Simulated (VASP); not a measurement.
# AlGaN2 (P-4m2) in VASP: notebook, part 2 of 3

VASP 6.6.1. Earlier steps stand in the parts before.

### Step 3. Single point, r2SCAN (biaxial strain in the a-b plane: -6.0 %, then relaxed in part)

File POSCAR:

```
AlGaN2
1.0
    2.9502148397      0.0000000000      0.0000000000
    0.0000000000      2.9502148397      0.0000000000
    0.0000000000      0.0000000000      4.6811381259
Al Ga N
1 1 2
Direct
    0.5000000000      0.5000000000      0.5000000000
    0.0000000000      0.0000000000      0.0000000000
    0.5000000000      0.0000000000      0.7403523178
    0.0000000000      0.5000000000      0.2596476822
```

File INCAR.step1:

```
SYSTEM = AlGaN2
PREC = Accurate
ENCUT = 520
ISMEAR = 0
SIGMA = 0.02
LREAL = .False.
LASPH = .True.
NELM = 100
NBANDS = 21
GGA = PE
ALGO = Normal
EDIFF = 1E-4
LWAVE = .True.
LCHARG = .False.
```

File INCAR.step2:

```
SYSTEM = AlGaN2
PREC = Accurate
ENCUT = 520
EDIFF = 1E-6
ISMEAR = 0
SIGMA = 0.02
LREAL = .False.
LASPH = .True.
NELM = 100
ALGO = Normal
ISIF = 2
LWAVE = .False.
LCHARG = .False.
METAGGA = R2SCAN
LMIXTAU = .True.
NBANDS = 21
ISTART = 1
```

File KPOINTS:

```
Automatic mesh
0
Gamma
  8 8 6
  0 0 0
```

Potentials or basis: VASP PAW PBE potentials, release 64 (Al, Ga_d, N).

Run with:

```
cat potpaw_PBE.64/Al/POTCAR potpaw_PBE.64/Ga_d/POTCAR potpaw_PBE.64/N/POTCAR > POTCAR
cp INCAR.step1 INCAR
mpirun -np 1 vasp_std > vasp.out
cp INCAR.step2 INCAR
mpirun -np 1 vasp_std > vasp.out
```

Run time: 2.8 min. Hardware: 1 thread of Intel Xeon Platinum 8259CL at 2.50GHz (Skylake/Cascade Lake), shared host; peak memory 0.2 GiB.

It converged, with:

| Item | Value |
| --- | --- |
| Free energy | -40.7358 eV |
| Pressure | 15.1 GPa |
| Largest force | 0.107 eV/Å |
| Band gap on the k mesh | 3.47 eV (least direct gap 3.61 eV) |

Forces in eV/Å, atoms in the order of the input:
```
Al   0.000  0.000  0.000
Ga   0.000  0.000  0.000
N    0.000  0.000 -0.107
N    0.000  0.000  0.107
```

Stress tensor (GPa, compression positive):
```
22.33  0.00  0.00
 0.00 22.33  0.00
 0.00  0.00  0.64
```

Levels at points of the mesh, in eV from the valence-band top:
```tsv
k point	band 10	band 11	band 12	band 13	band 14	band 15	band 16	band 17
(0.00, 0.00, 0.00)	-2.07	-0.88	0.00	0.00	3.61	4.50	9.90	12.43
(0.50, 0.00, 0.00)	-3.84	-3.83	-0.76	-0.34	7.99	8.21	9.78	10.18
(0.50, 0.50, 0.00)	-3.03	-3.00	-2.99	-2.99	3.47	3.47	6.45	9.25
(0.00, 0.00, 0.50)	-1.48	-1.48	-0.79	-0.79	5.86	6.01	8.67	11.27
(0.50, 0.00, 0.50)	-1.64	-1.54	-0.76	-0.27	5.64	6.93	10.33	10.61
(0.50, 0.50, 0.50)	-4.49	-3.72	-3.66	-3.66	6.05	6.05	9.79	10.35
```

Caveat: the cell differs from its parent crystal (biaxial strain in the a-b plane: -6.0 %, then relaxed in part); the cell stands under pressure; the PAW data sets were made with another functional, which shifts forces and pressure a little.

### Step 4. Single point, r2SCAN

This run uses another cell than the first one, of 10.19 Å³/atom.

POSCAR is that of step 3.

File INCAR.step1:

```
ALGO = Normal ; EDIFF = 1E-4
ENCUT = 520 ; GGA = PE
ISMEAR = 0 ; LASPH = T
LCHARG = F ; LREAL = F
LWAVE = T ; NBANDS = 21
NELM = 100 ; PREC = Accurate
SIGMA = 0.02
```

File INCAR.step2:

```
ALGO = Normal ; EDIFF = 1E-6
ENCUT = 520 ; ISIF = 2
ISMEAR = 0 ; ISTART = 1
LASPH = T ; LCHARG = F
LMIXTAU = T ; LREAL = F
LWAVE = F ; METAGGA = R2SCAN
NBANDS = 21 ; NELM = 100
PREC = Accurate ; SIGMA = 0.02
```

File KPOINTS:

```
k-points
0
Gamma
  8 8 6
```

Run with:

```
cat potpaw_PBE.64/Al/POTCAR potpaw_PBE.64/Ga_d/POTCAR potpaw_PBE.64/N/POTCAR > POTCAR
cp INCAR.step1 INCAR
mpirun -np 1 vasp_std > vasp.out
cp INCAR.step2 INCAR
mpirun -np 1 vasp_std > vasp.out
```

Wall time 2.7 min (1 thread of Intel Xeon Platinum 8259CL at 2.50GHz (Skylake/Cascade Lake), shared host); peak memory 0.19 GiB.

The run converged. Its results:

```
Free energy            : -40.7358 eV
Pressure               : 15.1 GPa
Largest force          : 0.107 eV/Å
Band gap on the k mesh : 3.47 eV (least direct gap 3.61 eV)
```

Forces on the atoms (eV/Å):
```
Al   0.000  0.000  0.000
Ga   0.000  0.000  0.000
N    0.000  0.000 -0.107
N    0.000  0.000  0.107
```

Stress tensor (GPa, compression positive):
```
22.33  0.00  0.00
 0.00 22.33  0.00
 0.00  0.00  0.64
```

Levels at points of the mesh, in eV from the valence-band top:
```tsv
k point	band 10	band 11	band 12	band 13	band 14	band 15	band 16	band 17
(0.00, 0.00, 0.00)	-2.07	-0.88	0.00	0.00	3.61	4.50	9.90	12.43
(0.50, 0.00, 0.00)	-3.84	-3.83	-0.76	-0.34	7.99	8.21	9.78	10.18
(0.50, 0.50, 0.00)	-3.03	-3.00	-2.99	-2.99	3.47	3.47	6.45	9.25
(0.00, 0.00, 0.50)	-1.48	-1.48	-0.79	-0.79	5.86	6.01	8.67	11.27
(0.50, 0.00, 0.50)	-1.64	-1.54	-0.76	-0.27	5.64	6.93	10.33	10.61
(0.50, 0.50, 0.50)	-4.49	-3.72	-3.66	-3.66	6.05	6.05	9.79	10.35
```

Caveat: the cell stands under pressure; the PAW data sets were made with another functional, which shifts forces and pressure a little. A k mesh can miss the band edges.

### Step 5. Single point, r2SCAN (biaxial strain in the a-b plane: -4.0 %)

File POSCAR:

```
AlGaN2
1.0
    3.0129853682      0.0000000000      0.0000000000
    0.0000000000      3.0129853682      0.0000000000
    0.0000000000      0.0000000000      4.5284933015
Al Ga N
1 1 2
Direct
    0.5000000000      0.5000000000      0.5000000000
    0.0000000000      0.0000000000      0.0000000000
    0.5000000000      0.0000000000      0.7396043043
    0.0000000000      0.5000000000      0.2603956957
```

File INCAR.step1:

```
PREC = Accurate
ENCUT = 520
ISMEAR = 0
SIGMA = 0.02
LREAL = False
LASPH = True
NELM = 100
NBANDS = 21
GGA = PE
ALGO = Normal
EDIFF = 1E-4
LWAVE = True
LCHARG = False
```

File INCAR.step2:

```
PREC = Accurate
ENCUT = 520
EDIFF = 1E-7
ISMEAR = 0
SIGMA = 0.02
LREAL = False
LASPH = True
NELM = 100
ALGO = Normal
ISIF = 2
LWAVE = False
LCHARG = False
METAGGA = R2SCAN
LMIXTAU = True
NBANDS = 21
ISTART = 1
```

File KPOINTS:

```
regular mesh
0
Gamma
  8 8 6
```

Potentials or basis: VASP PAW PBE potentials, release 64 (Al, Ga_d, N).

Run with:

```
cat potpaw_PBE.64/Al/POTCAR potpaw_PBE.64/Ga_d/POTCAR potpaw_PBE.64/N/POTCAR > POTCAR
cp INCAR.step1 INCAR
mpirun -np 1 vasp_std > vasp.out
cp INCAR.step2 INCAR
mpirun -np 1 vasp_std > vasp.out
```

OUTCAR:

```text
PREC = Accurate
   ENCUT = 520
   EDIFF = 1E-7
   ISMEAR = 0
   LREAL = False
   LASPH = True
   NELM = 100
   ISIF = 2
   METAGGA = R2SCAN
   ISTART = 1

 ion  position               nearest neighbor table
   1  0.500  0.500  0.500-   3 1.86   4 1.86   3 1.86   4 1.86   2 3.11   2 3.11   2 3.11   2 3.11
                             2 3.11   2 3.11   2 3.11   2 3.11
   2  0.000  0.000  0.000-   3 1.91   4 1.91   4 1.91   3 1.91   1 3.11   1 3.11   1 3.11   1 3.11
                             1 3.11   1 3.11   1 3.11   1 3.11
   3  0.500  0.000  0.740-   1 1.86   1 1.86   2 1.91   2 1.91
   4  0.000  0.500  0.260-   1 1.86   1 1.86   2 1.91   2 1.91

  LATTYP: Found a simple tetragonal cell.
 ALAT       =     3.0129853682
 C/A-ratio  =     1.5029921318

  Lattice vectors:

 A1 = (   3.0129853682,   0.0000000000,   0.0000000000)
 A2 = (   0.0000000000,   3.0129853682,   0.0000000000)
 A3 = (   0.0000000000,   0.0000000000,   4.5284933015)

Analysis of symmetry for initial positions (statically):
=====================================================================
 Subroutine PRICEL returns:
 Original cell was already a primitive cell.

 Routine SETGRP: Setting up the symmetry group for a
 simple tetragonal supercell.

 Subroutine GETGRP returns: Found  8 space group operations
 (whereof  8 operations were pure point group operations)
 out of a pool of 16 trial point group operations.

The static configuration has the point symmetry D_2d.

Analysis of symmetry for dynamics (positions and initial velocities):
=====================================================================
 Subroutine PRICEL returns:
 Original cell was already a primitive cell.

 Routine SETGRP: Setting up the symmetry group for a
 simple tetragonal supercell.

 Subroutine GETGRP returns: Found  8 space group operations
 (whereof  8 operations were pure point group operations)
[... 118 lines left out ...]
   NUPDOWN=      -1.0000    fix difference up-down
   EMIN   =  10.00;   EMAX   =-10.00  energy-range for DOS
   EFERMI =   0.00;   METHOD = LEGACY
   ISMEAR =     0;   SIGMA  =   0.02  broadening in eV -4-tet -1-fermi 0-gaus
   EFERMI_NEDOS =   21; number of points for ismear=-14 and -15
   IALGO  =     38    algorithm
   IMIX   =      4    mixing-type and parameters
     AMIX     =   0.40;   BMIX     =  1.00
     AMIX_MAG =   1.60;   BMIX_MAG =  1.00
  volume/ion in A,a.u.               =      10.28        69.36
  Fermi-wavevector in a.u.,A,eV,Ry     =   1.405238  2.655516 26.867358  1.974695
  Thomas-Fermi vector in A             =   2.527720
   LORBIT       =      0    0 simple, 1 ext, 2 COOP (PROOUT), +10 PAW based schemes
   METAGGA = R2SCAN    functional components
   LHFCALC =     F    Hartree Fock is set to
   AEXX    =    0.0000 exact exchange contribution
   IVDW    =     0    specifies the selected vdW correction
   LEPSILON=     F    determine dielectric tensor
   LRPA    =     F    only Hartree local field effects (RPA)
 non-spin polarized calculation
 Gauss-broadening in eV      SIGMA  =   0.02
  energy-cutoff  :      520.00
  volume of cell :       41.11
 maximum number of plane-waves:      1128
 NGX is ok and might be reduce to    24
   NGX = 11   NGY = 11   NGZ = 17

 number of electron      26.0000019 magnetization

 Free energy of the ion-electron system (eV)
  ---------------------------------------------------
  ext. energy  EPLUGINS =         0.00000000
  ---------------------------------------------------
  free energy    TOTEN  =       -40.91417558 eV

  energy without entropy =      -40.91417558  energy(sigma->0) =      -40.91417558

 E-fermi :   6.2262     XC(G=0): -12.3878

 val. band max:        6.1210923724   @ k =   0.0000   0.0000   0.0000
 cond. band min:       9.7714886518   @ k =   0.5000   0.5000   0.0000
 fundamental gap:      3.6503962794
 Fermi energy:         6.2262248336

 k-point     1 :       0.0000    0.0000    0.0000
  band No.  band energies     occupation
      1     -10.7227      2.00000
      2      -8.9447      2.00000
      3      -7.2960      2.00000
      4      -7.2960      2.00000
      5      -7.2299      2.00000
      6      -7.0511      2.00000
[... 565 lines left out ...]
     20      19.6143      0.00000
     21      19.9810      0.00000

 [... further k-points ...]
[... 5 lines left out ...]
  --------------------------------------------------------------------------------------
  -------------------------------------------------------------------------------------
  Total        4.3507363      4.3507363      1.7275857      0.0000000      0.0000000     -0.0000000
  in kB      169.5608451    169.5608451     67.3290389      0.0000000      0.0000000     -0.0000000
  external PRESSURE =     135.4835764 kB  Pullay stress =       0.0000000 kB

 VOLUME and BASIS-vectors are now :
 -----------------------------------------------------------------------------
  energy-cutoff  :      520.00
  volume of cell :       41.11
      direct lattice vectors                 reciprocal lattice vectors
     3.012985368  0.000000000  0.000000000     0.331896733  0.000000000  0.000000000
     0.000000000  3.012985368  0.000000000     0.000000000  0.331896733  0.000000000
     0.000000000  0.000000000  4.528493302     0.000000000  0.000000000  0.220823999

 POSITION                                       TOTAL-FORCE (eV/Angst)
 -----------------------------------------------------------------------------------
      1.50649      1.50649      2.26425         0.000000      0.000000      0.000000
      0.00000      0.00000      0.00000         0.000000     -0.000000      0.000000
      1.50649      0.00000      3.34929         0.000000     -0.000000     -0.071561
      0.00000      1.50649      1.17920        -0.000000     -0.000000      0.071561
 -----------------------------------------------------------------------------------
    total drift:                                0.000000      0.000000     -0.000000

  FREE ENERGIE OF THE ION-ELECTRON SYSTEM (eV)
  ---------------------------------------------------
  free  energy   TOTEN  =       -40.9141755842 eV

  energy  without entropy=      -40.9141755842  energy(sigma->0) =      -40.91417558
```

It took 4.2 min on 1 thread of Intel Xeon Platinum 8259CL at 2.50GHz (Skylake/Cascade Lake), shared host; peak memory 0.19 GiB.

Results:

```yaml
Free_energy: -40.9142 eV
Pressure: 13.5 GPa
Largest_force: 0.072 eV/Å
Band_gap_on_the_k_mesh: 3.65 eV (least direct gap 3.71 eV)
```

Forces in eV/Å, atoms in the order of the input:
```
Al   0.000  0.000  0.000
Ga   0.000  0.000  0.000
N    0.000  0.000 -0.072
N    0.000  0.000  0.072
```

Levels at points of the mesh, in eV from the valence-band top:
```
           k point  band 11  band 12  band 13  band 14  band 15  band 16
(0.00, 0.00, 0.00)    -0.55     0.00     0.00     3.71     4.32     9.36
(0.50, 0.00, 0.00)    -3.45    -0.92    -0.50     8.06     8.27     9.52
(0.50, 0.50, 0.00)    -2.75    -2.73    -2.73     3.65     3.65     6.85
(0.00, 0.00, 0.50)    -1.59    -0.89    -0.89     6.00     6.01     9.04
(0.50, 0.00, 0.50)    -1.09    -0.91    -0.40     6.04     7.46    10.33
(0.50, 0.50, 0.50)    -3.61    -3.53    -3.53     6.43     6.43    10.03
```

Caveat: the cell differs from its parent crystal (biaxial strain in the a-b plane: -4.0 %); the cell stands under pressure; the PAW data sets were made with another functional, which shifts forces and pressure a little.

(Part 2 of 3 ends here.)
